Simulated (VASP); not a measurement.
# Pd (Immm) in VASP: single point with LDA

Aim: the single point of Pd with LDA.

Everything below comes from runs of VASP 6.6.1. Logs are shortened: lines on timing, memory, paths and dates and some standing lists are left out, and cuts for length are marked.

## Step 1: The cell of the first run

Symmetry: Immm, No. 71, orthorhombic system. The conventional cell has a = 2.956 Å, b = 3.145 Å, c = 3.333 Å, α = 90.00°, β = 90.00°, γ = 90.00°. Pd (site symmetry mmm) has 14 Pd at 2.73 to 3.33 Å within 3.6 Å.

## Step 2: Single point, LDA (strain -0.0600 x Voigt [1, -1, 0, 0, 0, 0])

Input file INCAR:

```
SYSTEM = Pd
  ALGO = Fast
  EDIFF = 1E-6
  ENCUT = 520
  ISIF = 2
  ISMEAR = 0
  LASPH = .TRUE.
  LCHARG = .FALSE.
  LREAL = .FALSE.
  LWAVE = .FALSE.
  NBANDS = 11
  NELM = 80
  PREC = Accurate
  SIGMA = 0.15
```

Input file KPOINTS:

```
k-points
0
G
  22 22 22
  0 0 0
```

Input file POSCAR:

```
Pd
1.0
   -1.4779441400      1.6666178600      1.5722810000
    1.4779441400     -1.6666178600      1.5722810000
    1.4779441400      1.6666178600     -1.5722810000
Pd
1
Direct
    0.0000000000      0.0000000000      0.0000000000
```

Potentials or basis: VASP PAW LDA potentials, release 64 (Pd).

On the command line:

```sh
$ cat potpaw_LDA.64/Pd/POTCAR > POTCAR
$ mpirun -np 1 vasp_std > vasp.out
```

OUTCAR:

```text
SYSTEM = Pd
   EDIFF = 1E-6
   ENCUT = 520
   ISIF = 2
   ISMEAR = 0
   LASPH = .TRUE.
   LREAL = .FALSE.
   NELM = 80
   PREC = Accurate

 ion  position               nearest neighbor table
   1  0.000  0.000  0.000-

  LATTYP: Found a body centered orthorhombic cell.
 ALAT       =     2.9558882800
 B/A-ratio  =     1.0638297872
 C/A-ratio  =     1.1276595745

  Lattice vectors:

 A1 = (  -1.4779441400,  -1.6666178600,   1.5722810000)
 A2 = (   1.4779441400,  -1.6666178600,  -1.5722810000)
 A3 = (   1.4779441400,   1.6666178600,   1.5722810000)

Analysis of symmetry for initial positions (statically):
=====================================================================
 Subroutine PRICEL returns:
 Original cell was already a primitive cell.

 Routine SETGRP: Setting up the symmetry group for a
 body centered orthorhombic supercell.

 Subroutine GETGRP returns: Found  8 space group operations
 (whereof  8 operations were pure point group operations)
 out of a pool of  8 trial point group operations.

The static configuration has the point symmetry D_2h.

Analysis of symmetry for dynamics (positions and initial velocities):
=====================================================================
 Subroutine PRICEL returns:
 Original cell was already a primitive cell.

 Routine SETGRP: Setting up the symmetry group for a
 body centered orthorhombic supercell.

 Subroutine GETGRP returns: Found  8 space group operations
 (whereof  8 operations were pure point group operations)
 out of a pool of  8 trial point group operations.

The dynamic configuration has the point symmetry D_2h.

 Subroutine INISYM returns: Found  8 space group operations
 (whereof  8 operations are pure point group operations),
 and found     1 'primitive' translations

----------------------------------------------------------------------------------------

                                     Primitive cell

  volume of cell :      15.4912

  direct lattice vectors                    reciprocal lattice vectors
    -1.477944140  1.666617860  1.572281000     0.000000000  0.300008785  0.318009313
     1.477944140 -1.666617860  1.572281000     0.338307779  0.000000000  0.318009313
     1.477944140  1.666617860 -1.572281000     0.338307779  0.300008785  0.000000000

  length of vectors
     2.726536542  2.726536542  2.726536542     0.437190112  0.464308170  0.452169686

  position of ions in fractional coordinates (direct lattice)
     0.000000000  0.000000000  0.000000000

  ion indices of the primitive-cell ions
   primitive index   ion index
                 1           1

----------------------------------------------------------------------------------------

 KPOINTS: k-points

Automatic generation of k-mesh.
 Grid dimensions read from file:
 generate k-points for:   22   22   22

 Generating k-lattice:

  Cartesian coordinates                     Fractional coordinates (reciprocal lattice)
     0.000000000  0.013636763  0.014454969     0.045454545  0.000000000  0.000000000
     0.015377626  0.000000000  0.014454969    -0.000000000  0.045454545  0.000000000
     0.015377626  0.013636763  0.000000000    -0.000000000  0.000000000  0.045454545

  Length of vectors
     0.019872278  0.021104917  0.020553168

  Shift w.r.t. Gamma in fractional coordinates (k-lattice)
     0.000000000  0.000000000  0.000000000

 Subroutine IBZKPT returns following result:
 ===========================================

 Found   1530 irreducible k-points:

 Following reciprocal coordinates:
            Coordinates               Weight
  0.000000  0.000000  0.000000      1.000000
  0.045455  0.000000 -0.000000      4.000000
  0.090909  0.000000 -0.000000      4.000000
  0.136364  0.000000 -0.000000      4.000000
  0.181818  0.000000 -0.000000      4.000000
  0.227273  0.000000 -0.000000      4.000000
[... 16 lines left out ...]
  0.454545  0.045455 -0.000000      8.000000
  0.500000  0.045455 -0.000000      8.000000
 [... further k-points ...]
   k-points           NKPTS =   1530   k-points in BZ     NKDIM =   1530   number of bands    NBANDS=     11
   number of dos      NEDOS =    301   number of ions     NIONS =      1
   total plane-waves  NPLWV =   8000
   dimension x,y,z NGX =    20 NGY =   20 NGZ =   20
   dimension x,y,z NGXF=    40 NGYF=   40 NGZF=   40
   ions per type =               1
   NGX,Y,Z   is equivalent  to a cutoff of  12.19, 12.19, 12.19 a.u.
   NGXF,Y,Z  is equivalent  to a cutoff of  24.39, 24.39, 24.39 a.u.
 SYSTEM =  Pd
   PREC   = accura    normal or accurate (medium, high low for compatibility)
   ISTART =      0    job   : 0-new  1-cont  2-samecut
   ICHARG =      2    charge: 1-file 2-atom 10-const
   ISPIN  =      1    spin polarized calculation?
   LNONCOLLINEAR =      F non collinear calculations
   LSORBIT =      F    spin-orbit coupling
   LASPH  =      T    aspherical Exc in radial PAW
   ENCUT  =  520.0 eV  38.22 Ry    6.18 a.u.   5.07  5.07  5.07*2*pi/ulx,y,z
   NELM   =     80;   NELMIN=  2; NELMDL= -5     # of ELM steps
   EDIFF  = 0.1E-05   stopping-criterion for ELM
   LREAL  =      F    real-space projection
   EDIFFG = 0.1E-04   stopping-criterion for IOM
   NSW    =      0    number of steps for IOM
   IBRION =     -1    ionic relax: 0-MD 1-quasi-New 2-CG
   NFREE  =      0    steps in history (QN), initial steepest desc. (CG)
   ISIF   =      2    stress and relaxation
   ISYM   =      2    0-nonsym 1-usesym 2-fastsym
   POTIM  = 0.5000    time-step for ionic-motion
   TEBEG  =    0.0;   TEEND  =   0.0 temperature during run
   PSTRESS=    0.0 pullay stress
   NELECT =      10.0000    total number of electrons
   NUPDOWN=      -1.0000    fix difference up-down
   EMIN   =  10.00;   EMAX   =-10.00  energy-range for DOS
   EFERMI =   0.00;   METHOD = LEGACY
   ISMEAR =     0;   SIGMA  =   0.15  broadening in eV -4-tet -1-fermi 0-gaus
   EFERMI_NEDOS =   21; number of points for ismear=-14 and -15
   IALGO  =     68    algorithm
   IMIX   =      4    mixing-type and parameters
     AMIX     =   0.40;   BMIX     =  1.00
     AMIX_MAG =   1.60;   BMIX_MAG =  1.00
  volume/ion in A,a.u.               =      15.49       104.54
  Fermi-wavevector in a.u.,A,eV,Ry     =   1.414860  2.673697 27.236529  2.001828
  Thomas-Fermi vector in A             =   2.536358
   LORBIT       =      0    0 simple, 1 ext, 2 COOP (PROOUT), +10 PAW based schemes
   GGA     = CA    functional components
   LHFCALC =     F    Hartree Fock is set to
   AEXX    =    0.0000 exact exchange contribution
   IVDW    =     0    specifies the selected vdW correction
   LEPSILON=     F    determine dielectric tensor
   LRPA    =     F    only Hartree local field effects (RPA)
 non-spin polarized calculation
 RMM-DIIS sequential band-by-band and
 Gauss-broadening in eV      SIGMA  =   0.15
  energy-cutoff  :      520.00
  volume of cell :       15.49
 maximum number of plane-waves:       438
   NGX = 11   NGY = 11   NGZ = 11

 number of electron      10.0000000 magnetization

 number of electron       9.9999999 magnetization

 Free energy of the ion-electron system (eV)
  ---------------------------------------------------
  ext. energy  EPLUGINS =         0.00000000
  ---------------------------------------------------
  free energy    TOTEN  =        -6.39227591 eV

  energy without entropy =       -6.37480829  energy(sigma->0) =       -6.38354210

 E-fermi :   8.7682     XC(G=0): -13.2159

 val. band max:        8.7654882593   @ k =  -0.3636   0.5000   0.1364
 cond. band min:       8.7682852690   @ k =   0.1364  -0.3636   0.0455
 fundamental gap:      0.0027970097
 Fermi energy:         8.7682148050

 k-point     1 :       0.0000    0.0000    0.0000
  band No.  band energies     occupation
      1       1.9180      2.00000
      2       5.6317      2.00000
      3       6.0917      2.00000
      4       6.4284      2.00000
      5       7.3979      2.00000
      6       8.1993      2.00000
      7      26.9924      0.00000
      8      27.8874      0.00000
      9      29.2785      0.00000
     10      35.0169      0.00000
     11      35.8995      0.00000

 k-point     2 :       0.0455    0.0000   -0.0000
  band No.  band energies     occupation
      1       1.9900      2.00000
      2       5.6396      2.00000
      3       6.1064      2.00000
      4       6.4427      2.00000
      5       7.3720      2.00000
      6       8.1898      2.00000
      7      27.0024      0.00000
      8      27.8376      0.00000
      9      29.3599      0.00000
     10      34.1088      0.00000
     11      35.3888      0.00000

 k-point     3 :       0.0909    0.0000   -0.0000
  band No.  band energies     occupation
      1       2.2008      2.00000
      2       5.6626      2.00000
      3       6.1135      2.00000
      4       6.5227      2.00000
      5       7.3030      2.00000
      6       8.1635      2.00000
      7      26.9116      0.00000
      8      27.6898      0.00000
      9      29.5985      0.00000
     10      33.1140      0.00000
     11      34.1930      0.00000

 k-point     4 :       0.1364    0.0000   -0.0000
  band No.  band energies     occupation
      1       2.5332      2.00000
      2       5.7023      2.00000
      3       6.0647      2.00000
      4       6.7162      2.00000
      5       7.2140      2.00000
      6       8.1259      2.00000
      7      26.3263      0.00000
      8      27.5621      0.00000
      9      29.9775      0.00000
     10      32.5291      0.00000
     11      33.3381      0.00000
[... 239 lines left out ...]
 k-point    22 :       0.4091    0.0455   -0.0000
  band No.  band energies     occupation
      1       3.8677      2.00000
      2       5.4102      2.00000
      3       7.1684      2.00000
      4       7.9257      2.00000
      5       8.6024      1.88209
      6       9.7273      0.00000
      7      16.5725      0.00000
      8      24.7571      0.00000
      9      27.6374      0.00000
     10      32.9258      0.00000
     11      33.6383      0.00000

 k-point    23 :       0.4545    0.0455   -0.0000
  band No.  band energies     occupation
      1       3.8404      2.00000
      2       5.3792      2.00000
      3       7.2022      2.00000
      4       7.9253      2.00000
      5       8.8557      0.40951
      6      10.2181      0.00000
      7      15.7574      0.00000
      8      24.5994      0.00000
      9      27.2991      0.00000
     10      33.0266      0.00000
     11      33.6673      0.00000

 k-point    24 :       0.5000    0.0455   -0.0000
  band No.  band energies     occupation
      1       3.8413      2.00000
      2       5.3806      2.00000
      3       7.2200      2.00000
      4       7.8934      2.00000
      5       8.8536      0.42067
      6      10.2086      0.00000
      7      15.7850      0.00000
      8      24.6006      0.00000
      9      27.2878      0.00000
     10      33.1612      0.00000
     11      33.6094      0.00000

 [... further k-points ...]
[... 5 lines left out ...]
  --------------------------------------------------------------------------------------
  -------------------------------------------------------------------------------------
  Total       -1.5077248     -1.2616713     -1.4534866      0.0000000      0.0000000      0.0000000
  in kB     -155.9367385   -130.4886036   -150.3271427      0.0000000      0.0000000      0.0000000
  external PRESSURE =    -145.5841616 kB  Pullay stress =       0.0000000 kB

 VOLUME and BASIS-vectors are now :
 -----------------------------------------------------------------------------
  energy-cutoff  :      520.00
  volume of cell :       15.49
      direct lattice vectors                 reciprocal lattice vectors
    -1.477944140  1.666617860  1.572281000     0.000000000  0.300008785  0.318009313
     1.477944140 -1.666617860  1.572281000     0.338307779  0.000000000  0.318009313
     1.477944140  1.666617860 -1.572281000     0.338307779  0.300008785  0.000000000

 POSITION                                       TOTAL-FORCE (eV/Angst)
 -----------------------------------------------------------------------------------
      0.00000      0.00000      0.00000        -0.000000      0.000000     -0.000000
 -----------------------------------------------------------------------------------
    total drift:                                0.000000      0.000000      0.000000

  FREE ENERGIE OF THE ION-ELECTRON SYSTEM (eV)
  ---------------------------------------------------
  free  energy   TOTEN  =        -6.3922759140 eV

  energy  without entropy=       -6.3748082908  energy(sigma->0) =       -6.38354210
```

It took 1.8 min on 1 thread of Intel Xeon 6975P-C (Granite Rapids), shared host; peak memory 0.34 GiB.

What came out:

* Free energy: -6.3923 eV
* Pressure: -14.6 GPa
* Band gap on the k mesh: zero (band 5 reaches 9.35 eV, above the bottom of band 6 at 7.90 eV)

Caveat: the cell differs from its parent crystal (strain -0.0600 x Voigt [1, -1, 0, 0, 0, 0]).
